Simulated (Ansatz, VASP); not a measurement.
**One calculation of Mo, two programs**

```
Mo
1.0
    -1.57100    1.57100    1.57100
     1.57100   -1.57100    1.57100
     1.57100    1.57100   -1.57100
Mo
1
Direct
  0.00000 0.00000 0.00000
```

Alike in both runs: task single point; functional PBE; k mesh 16 × 16 × 16; occupations fermi-dirac, width 0.05 eV; no spin polarisation.

|  | VASP | Ansatz |
| --- | --- | --- |
| version | VASP 6.6.1 | Ansatz 0.2.0 |
| potentials or method | VASP PAW PBE potentials, release 64 (Mo_sv), cutoff 520 eV | all-electron LAPW, non-relativistic |

VASP gave:

```
pressure (GPa) : 5.2
```

Question: Which values does Ansatz return?

Answer: Pressure (GPa): 8.0.

Ansatz ran all-electron here, and VASP with PAW potentials.
